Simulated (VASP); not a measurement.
# K (I4/mmm) in VASP: further runs

The runs below take K through single point, with LDA.

Program: VASP 6.6.1. These are calculated values, not measurements. Logs are shortened: lines on timing, memory, paths and dates and some standing lists are left out, and cuts for length are marked.

## (1) The cell of the first run

The structure is tetragonal, space group I4/mmm (No. 139). Conventional cell: a = 5.236 Å, b = 5.236 Å, c = 5.079 Å, α = 90.00°, β = 90.00°, γ = 90.00°. Within 5.9 Å of K (site symmetry 4/mmm) lie 14 K at 4.49 to 5.24 Å.

## (2) Single point, LDA (strain -0.0300 x Voigt [0, 1, 0, 0, 0, 0])

The input, INCAR:

```
SYSTEM = K
PREC = Accurate
ENCUT = 520
EDIFF = 1E-7
ISMEAR = 0
SIGMA = 0.15
LREAL = .False.
LASPH = .True.
NELM = 80
ALGO = Fast
ISIF = 2
LWAVE = .False.
LCHARG = .True.
LELF = .True.
LVHAR = .True.
NBANDS = 10
```

The input, KPOINTS:

```
regular mesh
0
Gamma
  14 14 14
  0 0 0
```

The input, POSCAR:

```
K
1.0
   -2.6180000000      2.5394600000      2.6180000000
    2.6180000000     -2.5394600000      2.6180000000
    2.6180000000      2.5394600000     -2.6180000000
K
1
Direct
    0.0000000000      0.0000000000      0.0000000000
```

Potentials or basis: VASP PAW LDA potentials, release 64 (K_sv).

The run is started by

```console
cat potpaw_LDA.64/K_sv/POTCAR > POTCAR
mpirun -np 1 vasp_std > vasp.out
```

OUTCAR:

```text
SYSTEM = K
   PREC = Accurate
   ENCUT = 520
   EDIFF = 1E-7
   ISMEAR = 0
   LREAL = .False.
   LASPH = .True.
   NELM = 80
   ISIF = 2

 ion  position               nearest neighbor table
   1  0.000  0.000  0.000-

  LATTYP: Found a body centered tetragonal cell.
 ALAT       =     5.2360000000
 C/A-ratio  =     0.9700000000

  Lattice vectors:

 A1 = (  -2.6180000000,  -2.5394600000,   2.6180000000)
 A2 = (   2.6180000000,  -2.5394600000,  -2.6180000000)
 A3 = (   2.6180000000,   2.5394600000,   2.6180000000)

Analysis of symmetry for initial positions (statically):
=====================================================================
 Subroutine PRICEL returns:
 Original cell was already a primitive cell.

 Routine SETGRP: Setting up the symmetry group for a
 body centered tetragonal supercell.

 Subroutine GETGRP returns: Found 16 space group operations
 (whereof 16 operations were pure point group operations)
 out of a pool of 16 trial point group operations.

The static configuration has the point symmetry D_4h.

Analysis of symmetry for dynamics (positions and initial velocities):
=====================================================================
 Subroutine PRICEL returns:
 Original cell was already a primitive cell.

 Routine SETGRP: Setting up the symmetry group for a
 body centered tetragonal supercell.

 Subroutine GETGRP returns: Found 16 space group operations
 (whereof 16 operations were pure point group operations)
 out of a pool of 16 trial point group operations.

The dynamic configuration has the point symmetry D_4h.

 Subroutine INISYM returns: Found 16 space group operations
 (whereof 16 operations are pure point group operations),
 and found     1 'primitive' translations

----------------------------------------------------------------------------------------

                                     Primitive cell

  volume of cell :      69.6211

  direct lattice vectors                    reciprocal lattice vectors
    -2.618000000  2.539460000  2.618000000     0.000000000  0.196892253  0.190985485
     2.618000000 -2.539460000  2.618000000     0.190985485  0.000000000  0.190985485
     2.618000000  2.539460000 -2.618000000     0.190985485  0.196892253  0.000000000

  length of vectors
     4.489621932  4.489621932  4.489621932     0.274302779  0.270094263  0.274302779

  position of ions in fractional coordinates (direct lattice)
     0.000000000  0.000000000  0.000000000

  ion indices of the primitive-cell ions
   primitive index   ion index
                 1           1

----------------------------------------------------------------------------------------

 KPOINTS: regular mesh

Automatic generation of k-mesh.
 Grid dimensions read from file:
 generate k-points for:   14   14   14

 Generating k-lattice:

  Cartesian coordinates                     Fractional coordinates (reciprocal lattice)
     0.000000000  0.014063732  0.013641820     0.071428571  0.000000000 -0.000000000
     0.013641820  0.000000000  0.013641820     0.000000000  0.071428571  0.000000000
     0.013641820  0.014063732  0.000000000    -0.000000000  0.000000000  0.071428571

  Length of vectors
     0.019593056  0.019292447  0.019593056

  Shift w.r.t. Gamma in fractional coordinates (k-lattice)
     0.000000000  0.000000000  0.000000000

 Subroutine IBZKPT returns following result:
 ===========================================

 Found    244 irreducible k-points:

 Following reciprocal coordinates:
            Coordinates               Weight
  0.000000  0.000000  0.000000      1.000000
  0.071429 -0.000000  0.000000      8.000000
  0.142857 -0.000000  0.000000      8.000000
  0.214286 -0.000000  0.000000      8.000000
  0.285714 -0.000000  0.000000      8.000000
  0.357143 -0.000000  0.000000      8.000000
[... 16 lines left out ...]
  0.071429  0.142857  0.000000     16.000000
  0.142857  0.142857  0.000000     16.000000
 [... further k-points ...]
   k-points           NKPTS =    244   k-points in BZ     NKDIM =    244   number of bands    NBANDS=     10
   number of dos      NEDOS =    301   number of ions     NIONS =      1
   total plane-waves  NPLWV =  46656
   dimension x,y,z NGX =    36 NGY =   36 NGZ =   36
   dimension x,y,z NGXF=    72 NGYF=   72 NGZF=   72
   ions per type =               1
   NGX,Y,Z   is equivalent  to a cutoff of  13.33, 13.33, 13.33 a.u.
   NGXF,Y,Z  is equivalent  to a cutoff of  26.66, 26.66, 26.66 a.u.
 SYSTEM =  K
   PREC   = accura    normal or accurate (medium, high low for compatibility)
   ISTART =      0    job   : 0-new  1-cont  2-samecut
   ICHARG =      2    charge: 1-file 2-atom 10-const
   ISPIN  =      1    spin polarized calculation?
   LNONCOLLINEAR =      F non collinear calculations
   LSORBIT =      F    spin-orbit coupling
   LASPH  =      T    aspherical Exc in radial PAW
   ENCUT  =  520.0 eV  38.22 Ry    6.18 a.u.   8.35  8.35  8.35*2*pi/ulx,y,z
   NELM   =     80;   NELMIN=  2; NELMDL= -5     # of ELM steps
   EDIFF  = 0.1E-06   stopping-criterion for ELM
   LREAL  =      F    real-space projection
   EDIFFG = 0.1E-05   stopping-criterion for IOM
   NSW    =      0    number of steps for IOM
   IBRION =     -1    ionic relax: 0-MD 1-quasi-New 2-CG
   NFREE  =      0    steps in history (QN), initial steepest desc. (CG)
   ISIF   =      2    stress and relaxation
   ISYM   =      2    0-nonsym 1-usesym 2-fastsym
   POTIM  = 0.5000    time-step for ionic-motion
   TEBEG  =    0.0;   TEEND  =   0.0 temperature during run
   PSTRESS=    0.0 pullay stress
   NELECT =       9.0000    total number of electrons
   NUPDOWN=      -1.0000    fix difference up-down
   EMIN   =  10.00;   EMAX   =-10.00  energy-range for DOS
   EFERMI =   0.00;   METHOD = LEGACY
   ISMEAR =     0;   SIGMA  =   0.15  broadening in eV -4-tet -1-fermi 0-gaus
   EFERMI_NEDOS =   21; number of points for ismear=-14 and -15
   IALGO  =     68    algorithm
   IMIX   =      4    mixing-type and parameters
     AMIX     =   0.40;   BMIX     =  1.00
     AMIX_MAG =   1.60;   BMIX_MAG =  1.00
  volume/ion in A,a.u.               =      69.62       469.83
  Fermi-wavevector in a.u.,A,eV,Ry     =   0.827768  1.564255  9.322717  0.685200
  Thomas-Fermi vector in A             =   1.940029
   LORBIT       =      0    0 simple, 1 ext, 2 COOP (PROOUT), +10 PAW based schemes
   GGA     = CA    functional components
   LHFCALC =     F    Hartree Fock is set to
   AEXX    =    0.0000 exact exchange contribution
   IVDW    =     0    specifies the selected vdW correction
   LEPSILON=     F    determine dielectric tensor
   LRPA    =     F    only Hartree local field effects (RPA)
 non-spin polarized calculation
 RMM-DIIS sequential band-by-band and
 Gauss-broadening in eV      SIGMA  =   0.15
  energy-cutoff  :      520.00
  volume of cell :       69.62
 maximum number of plane-waves:      1905
 NGX is ok and might be reduce to    36
   NGX = 17   NGY = 17   NGZ = 17

 number of electron       8.9999999 magnetization

 Free energy of the ion-electron system (eV)
  ---------------------------------------------------
  ext. energy  EPLUGINS =         0.00000000
  ---------------------------------------------------
  free energy    TOTEN  =        -1.16334032 eV

  energy without entropy =       -1.15477234  energy(sigma->0) =       -1.15905633

 E-fermi :  -0.1894     XC(G=0):  -6.0125

 val. band max:       -0.1908848037   @ k =   0.4286  -0.4286   0.0714
 cond. band min:      -0.1695739687   @ k =   0.5000   0.2143   0.0000
 fundamental gap:      0.0213108349
 Fermi energy:        -0.1894100577

 k-point     1 :       0.0000    0.0000    0.0000
  band No.  band energies     occupation
      1     -31.9765      2.00000
      2     -15.6520      2.00000
      3     -15.6519      2.00000
      4     -15.6519      2.00000
      5      -2.4341      2.00000
      6       3.9181      0.00000
      7       4.0738      0.00000
      8       4.0738      0.00000
      9       4.8858      0.00000
     10       5.0919      0.00000

 k-point     2 :       0.0714   -0.0000    0.0000
  band No.  band energies     occupation
      1     -31.9762      2.00000
      2     -15.6562      2.00000
      3     -15.6533      2.00000
      4     -15.6519      2.00000
      5      -2.3665      2.00000
      6       3.8802      0.00000
      7       3.9888      0.00000
      8       4.0812      0.00000
      9       4.8397      0.00000
     10       5.0046      0.00000

 k-point     3 :       0.1429   -0.0000    0.0000
  band No.  band energies     occupation
      1     -31.9754      2.00000
      2     -15.6683      2.00000
      3     -15.6574      2.00000
      4     -15.6520      2.00000
      5      -2.1662      2.00000
      6       3.6497      0.00000
      7       3.6935      0.00000
      8       4.2175      0.00000
      9       4.7696      0.00000
     10       4.9328      0.00000

 k-point     4 :       0.2143   -0.0000    0.0000
  band No.  band energies     occupation
      1     -31.9742      2.00000
      2     -15.6856      2.00000
      3     -15.6633      2.00000
      4     -15.6522      2.00000
      5      -1.8406      2.00000
      6       3.0904      0.00000
      7       3.4415      0.00000
      8       4.4762      0.00000
      9       4.8105      0.00000
     10       4.9241      0.00000

 k-point     5 :       0.2857   -0.0000    0.0000
  band No.  band energies     occupation
      1     -31.9729      2.00000
      2     -15.7046      2.00000
      3     -15.6698      2.00000
      4     -15.6524      2.00000
      5      -1.4021      2.00000
      6       2.4527      0.00000
      7       3.2013      0.00000
      8       4.8363      0.00000
      9       4.8727      0.00000
     10       4.9860      0.00000

 k-point     6 :       0.3571   -0.0000    0.0000
  band No.  band energies     occupation
      1     -31.9717      2.00000
      2     -15.7216      2.00000
      3     -15.6756      2.00000
      4     -15.6526      2.00000
      5      -0.8686      2.00000
      6       1.7915      0.00000
      7       3.0115      0.00000
      8       4.8469      0.00000
      9       5.1320      0.00000
     10       5.2871      0.00000
[... 183 lines left out ...]
 k-point    21 :      -0.1429    0.0714   -0.0000
  band No.  band energies     occupation
      1     -31.9756      2.00000
      2     -15.6647      2.00000
      3     -15.6547      2.00000
      4     -15.6532      2.00000
      5      -2.2305      2.00000
      6       3.7492      0.00000
      7       3.7903      0.00000
      8       4.1453      0.00000
      9       4.7929      0.00000
     10       4.9238      0.00000

 k-point    22 :       0.0000    0.1429    0.0000
  band No.  band energies     occupation
      1     -31.9754      2.00000
      2     -15.6683      2.00000
      3     -15.6571      2.00000
      4     -15.6516      2.00000
      5      -2.1744      2.00000
      6       3.5248      0.00000
      7       3.8095      0.00000
      8       4.2930      0.00000
      9       4.6403      0.00000
     10       5.0374      0.00000

 k-point    23 :       0.0714    0.1429    0.0000
  band No.  band energies     occupation
      1     -31.9747      2.00000
      2     -15.6789      2.00000
      3     -15.6594      2.00000
      4     -15.6530      2.00000
      5      -1.9815      2.00000
      6       3.2548      0.00000
      7       3.6018      0.00000
      8       4.4235      0.00000
      9       4.5830      0.00000
     10       5.1038      0.00000

 k-point    24 :       0.1429    0.1429    0.0000
  band No.  band energies     occupation
      1     -31.9736      2.00000
      2     -15.6929      2.00000
      3     -15.6638      2.00000
      4     -15.6554      2.00000
      5      -1.6649      2.00000
      6       2.9110      0.00000
      7       3.2404      0.00000
      8       4.5546      0.00000
      9       4.6404      0.00000
     10       5.2289      0.00000

 [... further k-points ...]

------------------------ aborting loop because EDIFF is reached ----------------------------------------

  FORCE on cell =-STRESS in cart. coord.  units (eV):
  Direction    XX          YY          ZZ          XY          YZ          ZX
  --------------------------------------------------------------------------------------
  -------------------------------------------------------------------------------------
  Total       -0.1453845     -0.1338629     -0.1453845      0.0000000      0.0000000      0.0000000
  in kB       -3.3457073     -3.0805627     -3.3457073      0.0000000      0.0000000      0.0000000
  external PRESSURE =      -3.2573258 kB  Pullay stress =       0.0000000 kB

 VOLUME and BASIS-vectors are now :
 -----------------------------------------------------------------------------
  energy-cutoff  :      520.00
  volume of cell :       69.62
      direct lattice vectors                 reciprocal lattice vectors
    -2.618000000  2.539460000  2.618000000     0.000000000  0.196892253  0.190985485
     2.618000000 -2.539460000  2.618000000     0.190985485  0.000000000  0.190985485
     2.618000000  2.539460000 -2.618000000     0.190985485  0.196892253  0.000000000

 POSITION                                       TOTAL-FORCE (eV/Angst)
 -----------------------------------------------------------------------------------
      0.00000      0.00000      0.00000         0.000000      0.000000      0.000000
 -----------------------------------------------------------------------------------
    total drift:                               -0.000000     -0.000000      0.000000

  FREE ENERGIE OF THE ION-ELECTRON SYSTEM (eV)
  ---------------------------------------------------
  free  energy   TOTEN  =        -1.1633403222 eV

  energy  without entropy=       -1.1547723412  energy(sigma->0) =       -1.15905633
```

It took 4 min on 1 thread of AMD EPYC 7R43 (Zen 3), shared host; peak memory 0.24 GiB.

What came out:

| Quantity | Value |
| --- | --- |
| Free energy | -1.1633 eV |
| Pressure | -0.3 GPa |

Caveat: the cell differs from its parent crystal (strain -0.0300 x Voigt [0, 1, 0, 0, 0, 0]).

[end of part 1 of 2]
